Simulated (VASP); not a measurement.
# B3P (P-6m2) in VASP: further runs

The runs below take B3P through single point, relaxation of cell and atoms, with PBE.

Program: VASP 6.6.1. These are calculated values, not measurements. Logs are shortened: lines on timing, memory, paths and dates and some standing lists are left out, and cuts for length are marked.

**1. The cell of the first run**

It takes space group P-6m2 (No. 187, hexagonal). The conventional cell has a = 4.088 Å, b = 4.088 Å, c = 2.942 Å, α = 90.00°, β = 90.00°, γ = 120.00°. Within 2.3 Å of B (site symmetry mm2) lie 2 B at 1.71 Å and 2 P at 2.01 Å. Within 2.7 Å of P (site symmetry -6m2) lie 6 B at 2.01 Å.

**2. Single point, PBE**

INCAR

```
SYSTEM = B3P
PREC     = Accurate       ! precision mode
ENCUT    = 500            ! plane-wave cutoff, eV
EDIFF    = 1E-6           ! SCF threshold, eV
ISMEAR   = 0              ! smearing method
SIGMA    = 0.1            ! smearing width, eV
LREAL    = .FALSE.        ! projectors in reciprocal space
LASPH    = .TRUE.         ! aspherical terms in the spheres
NELM     = 120            ! most SCF steps
ALGO     = Normal         ! electronic algorithm
ISIF     = 2              ! what is computed and relaxed
LWAVE    = .FALSE.        ! write WAVECAR
LCHARG   = .TRUE.         ! write CHGCAR
GGA      = PE             ! functional
LELF     = .TRUE.         ! ELF
LVHAR    = .TRUE.       
NBANDS   = 15             ! bands
GGA_COMPAT= .FALSE.
```

KPOINTS

```
Automatic mesh
0
G
  6 6 6
  0 0 0
```

POSCAR

```
B3P
1.0
    4.0878902628      0.0000000030      0.0000000000
   -2.0439451340      3.5402168140      0.0000000000
    0.0000000000      0.0000000000      2.9420770993
B P
3 1
Direct
    0.5268979235      0.4731020765      0.5000000000
    0.5268979235      0.0537958470      0.5000000000
    0.9462041530      0.4731020765      0.5000000000
    0.3333333333      0.6666666667      0.0000000000
```

Potentials or basis: VASP PAW PBE potentials, release 64 (B, P).

Launch:

```bash
$ cat potpaw_PBE.64/B/POTCAR potpaw_PBE.64/P/POTCAR > POTCAR
$ mpirun -np 1 vasp_std > vasp.out
```

OUTCAR:

```text
SYSTEM = B3P
   PREC = Accurate
   ENCUT = 500
   EDIFF = 1E-6
   ISMEAR = 0
   LREAL = .FALSE.
   LASPH = .TRUE.
   NELM = 120
   ISIF = 2
   GGA = PE

 ion  position               nearest neighbor table
   1  0.527  0.473  0.500-   3 1.71   2 1.71   4 2.01   4 2.01
   2  0.527  0.054  0.500-   3 1.71   1 1.71   4 2.01   4 2.01
   3  0.946  0.473  0.500-   1 1.71   2 1.71   4 2.01   4 2.01
   4  0.333  0.667  0.000-   3 2.01   3 2.01   2 2.01   2 2.01   1 2.01   1 2.01

  LATTYP: Found a hexagonal cell.
 ALAT       =     4.0878902628
 C/A-ratio  =     0.7197054985

  Lattice vectors:

 A1 = (   4.0878902628,   0.0000000030,   0.0000000000)
 A2 = (  -2.0439451340,   3.5402168140,   0.0000000000)
 A3 = (   0.0000000000,   0.0000000000,   2.9420770993)

Analysis of symmetry for initial positions (statically):
=====================================================================
 Subroutine PRICEL returns:
 Original cell was already a primitive cell.

 Routine SETGRP: Setting up the symmetry group for a
 hexagonal supercell.

 Subroutine GETGRP returns: Found 12 space group operations
 (whereof 12 operations were pure point group operations)
 out of a pool of 24 trial point group operations.

The static configuration has the point symmetry D_3h.

Analysis of symmetry for dynamics (positions and initial velocities):
=====================================================================
 Subroutine PRICEL returns:
 Original cell was already a primitive cell.

 Routine SETGRP: Setting up the symmetry group for a
 hexagonal supercell.

 Subroutine GETGRP returns: Found 12 space group operations
 (whereof 12 operations were pure point group operations)
 out of a pool of 24 trial point group operations.

The dynamic configuration has the point symmetry D_3h.

 Subroutine INISYM returns: Found 12 space group operations
 (whereof 12 operations are pure point group operations),
 and found     1 'primitive' translations

----------------------------------------------------------------------------------------

                                     Primitive cell

  volume of cell :      42.5778

  direct lattice vectors                    reciprocal lattice vectors
     4.087890263  0.000000003  0.000000000     0.244624962  0.141234288  0.000000000
    -2.043945134  3.540216814  0.000000000    -0.000000000  0.282468575  0.000000000
     0.000000000  0.000000000  2.942077099     0.000000000  0.000000000  0.339895919

  length of vectors
     4.087890263  4.087890263  2.942077099     0.282468575  0.282468575  0.339895919
[... 94 lines left out ...]
   TEBEG  =    0.0;   TEEND  =   0.0 temperature during run
   PSTRESS=    0.0 pullay stress
   NELECT =      14.0000    total number of electrons
   NUPDOWN=      -1.0000    fix difference up-down
   EMIN   =  10.00;   EMAX   =-10.00  energy-range for DOS
   EFERMI =   0.00;   METHOD = LEGACY
   ISMEAR =     0;   SIGMA  =   0.10  broadening in eV -4-tet -1-fermi 0-gaus
   EFERMI_NEDOS =   21; number of points for ismear=-14 and -15
   IALGO  =     38    algorithm
   IMIX   =      4    mixing-type and parameters
     AMIX     =   0.40;   BMIX     =  1.00
     AMIX_MAG =   1.60;   BMIX_MAG =  1.00
  volume/ion in A,a.u.               =      10.64        71.83
  Fermi-wavevector in a.u.,A,eV,Ry     =   1.129943  2.135282 17.371521  1.276771
  Thomas-Fermi vector in A             =   2.266638
   LORBIT       =      0    0 simple, 1 ext, 2 COOP (PROOUT), +10 PAW based schemes
   GGA     = PE    functional components
   LHFCALC =     F    Hartree Fock is set to
   AEXX    =    0.0000 exact exchange contribution
   IVDW    =     0    specifies the selected vdW correction
   LEPSILON=     F    determine dielectric tensor
   LRPA    =     F    only Hartree local field effects (RPA)
 non-spin polarized calculation
 Gauss-broadening in eV      SIGMA  =   0.10
  energy-cutoff  :      500.00
  volume of cell :       42.58
 maximum number of plane-waves:      1103
 NGX is ok and might be reduce to    30
   NGX = 15   NGY = 15   NGZ = 11

 number of electron      13.9999999 magnetization

 Free energy of the ion-electron system (eV)
  ---------------------------------------------------
  ext. energy  EPLUGINS =         0.00000000
  ---------------------------------------------------
  free energy    TOTEN  =       -22.31639139 eV

  energy without entropy =      -22.31038427  energy(sigma->0) =      -22.31338783

 E-fermi :   5.7988     XC(G=0): -10.5684

 val. band max:        5.7987424473   @ k =   0.1667  -0.0000   0.5000
 cond. band min:       5.8554236676   @ k =   0.1667  -0.0000   0.5000
 fundamental gap:      0.0566812203
 Fermi energy:         5.7987785606

 k-point     1 :       0.0000    0.0000    0.0000
  band No.  band energies     occupation
      1     -10.0410      2.00000
      2      -3.2331      2.00000
      3      -0.0002      2.00000
      4      -0.0002      2.00000
      5       2.3203      2.00000
      6       2.9158      2.00000
      7       2.9158      2.00000
      8       8.2402      0.00000
      9      10.2906      0.00000
     10      10.2906      0.00000
     11      10.3326      0.00000
     12      12.9545      0.00000
     13      15.8451      0.00000
     14      15.8451      0.00000
[... 401 lines left out ...]
      2      -5.6957      2.00000
      3      -3.0803      2.00000
      4      -0.0597      2.00000
      5       2.0687      2.00000
      6       2.2928      2.00000
      7       2.5519      2.00000
      8       7.1869      0.00000
      9       7.5108      0.00000
     10       8.1948      0.00000
     11      12.3040      0.00000
     12      13.0511      0.00000
     13      14.9482      0.00000
     14      16.2086      0.00000
     15      17.9409      0.00000

 [... further k-points ...]
[... 5 lines left out ...]
  --------------------------------------------------------------------------------------
  -------------------------------------------------------------------------------------
  Total       -0.0851872     -0.0851872     -0.0998982      0.0000000      0.0000000      0.0000000
  in kB       -3.2055435     -3.2055435     -3.7591121      0.0000000      0.0000000      0.0000000
  external PRESSURE =      -3.3900663 kB  Pullay stress =       0.0000000 kB

 VOLUME and BASIS-vectors are now :
 -----------------------------------------------------------------------------
  energy-cutoff  :      500.00
  volume of cell :       42.58
      direct lattice vectors                 reciprocal lattice vectors
     4.087890263  0.000000003  0.000000000     0.244624962  0.141234288  0.000000000
    -2.043945134  3.540216814  0.000000000    -0.000000000  0.282468575  0.000000000
     0.000000000  0.000000000  2.942077099     0.000000000  0.000000000  0.339895919

 POSITION                                       TOTAL-FORCE (eV/Angst)
 -----------------------------------------------------------------------------------
      1.18691      1.67488      1.47104        -0.030536      0.017630      0.000000
      2.04395      0.19045      1.47104         0.000000     -0.035260      0.000000
      2.90098      1.67488      1.47104         0.030536      0.017630      0.000000
     -0.00000      2.36014      0.00000        -0.000000      0.000000     -0.000000
 -----------------------------------------------------------------------------------
    total drift:                                0.000000     -0.000000      0.000000

  FREE ENERGIE OF THE ION-ELECTRON SYSTEM (eV)
  ---------------------------------------------------
  free  energy   TOTEN  =       -22.3163913929 eV

  energy  without entropy=      -22.3103842746  energy(sigma->0) =      -22.31338783
```

It took 12 s on 1 thread of AMD EPYC 9R45 (Zen 5), shared host; peak memory 0.12 GiB.

Results:

- Free energy: -22.3164 eV
- Pressure: -0.3 GPa
- Largest force: 0.035 eV/Å
- Band gap on the k mesh: zero (band 7 reaches 6.52 eV, above the bottom of band 8 at 4.56 eV)

Forces in eV/Å, atoms in the order of the input:
```
B   -0.031  0.018  0.000
B    0.000 -0.035  0.000
B    0.031  0.018  0.000
P    0.000  0.000  0.000
```

**3. Single point, PBE**

This run uses another cell than the first one, of 11.09 Å³/atom, 1.042 times its volume.

INCAR

```
SYSTEM = B3P
  PREC = Accurate
  ENCUT = 500
  EDIFF = 1E-6
  ISMEAR = 0
  SIGMA = 0.1
  LREAL = .False.
  LASPH = .True.
  NELM = 120
  ALGO = Normal
  ISIF = 2
  LWAVE = .False.
  LCHARG = .False.
  GGA = PE
  NBANDS = 15
  GGA_COMPAT = .False.
```

KPOINTS

```
regular mesh
0
Gamma
  6 6 6
  0 0 0
```

POSCAR

```
B3P
1.0
    3.9276286300      0.0000000000      0.0000000000
   -1.9638143200      3.4014261700      0.0000000000
    0.0000000000      0.0000000000      3.3219461100
B P
3 1
Direct
    0.5603524900      0.4396475100      0.5000000000
    0.5603524900      0.1207049800      0.5000000000
    0.8792950200      0.4396475100      0.5000000000
    0.3333333300      0.6666666700      0.0000000000
```

Potentials or basis: VASP PAW PBE potentials, release 64 (B, P).

Launch:

```bash
$ cat potpaw_PBE.64/B/POTCAR potpaw_PBE.64/P/POTCAR > POTCAR
$ mpirun -np 1 vasp_std > vasp.out
```

Run time: 11 s. Hardware: 1 thread of AMD EPYC 9R45 (Zen 5), shared host; peak memory 0.12 GiB.

It converged, with:

```yaml
Free_energy: -14.0944 eV
Pressure: 59.5 GPa
Largest_force: 28.093 eV/Å
Band_gap_on_the_k_mesh: zero (band 7 reaches 4.87 eV, above the bottom of band 8 at 3.64 eV)
```

Forces in eV/Å, atoms in the order of the input:
```
B   -24.329  14.046   0.000
B     0.000 -28.093   0.000
B    24.329  14.046   0.000
P     0.000   0.000   0.000
```

Stress tensor (GPa, compression positive):
```
102.88   0.00   0.00
  0.00 102.88   0.00
  0.00   0.00 -27.22
```

Levels at points of the mesh, in eV from the Fermi level:
| k point | band 3 | band 4 | band 5 | band 6 | band 7 | band 8 | band 9 | band 10 | band 11 | band 12 |
| --- | --- | --- | --- | --- | --- | --- | --- | --- | --- | --- |
| (0.00, 0.00, 0.00) | -4.58 | -3.41 | -3.41 | -2.28 | -2.28 | 0.60 | 3.58 | 5.05 | 6.51 | 6.51 |
| (0.50, 0.00, 0.00) | -5.69 | -5.13 | -3.16 | -1.17 | -0.62 | 0.93 | 2.24 | 5.22 | 5.86 | 7.70 |
| (0.00, 0.00, 0.50) | -7.52 | -2.25 | -2.25 | -1.31 | -0.98 | -0.98 | 0.95 | 0.95 | 6.02 | 6.02 |
| (0.50, 0.00, 0.50) | -8.04 | -6.26 | -3.61 | -3.22 | -1.76 | 1.24 | 1.38 | 3.52 | 9.02 | 9.99 |

Caveat: forces of over 1 eV/Å act on the atoms, so gaps and moduli don't describe the material at rest.

[end of part 1 of 3]
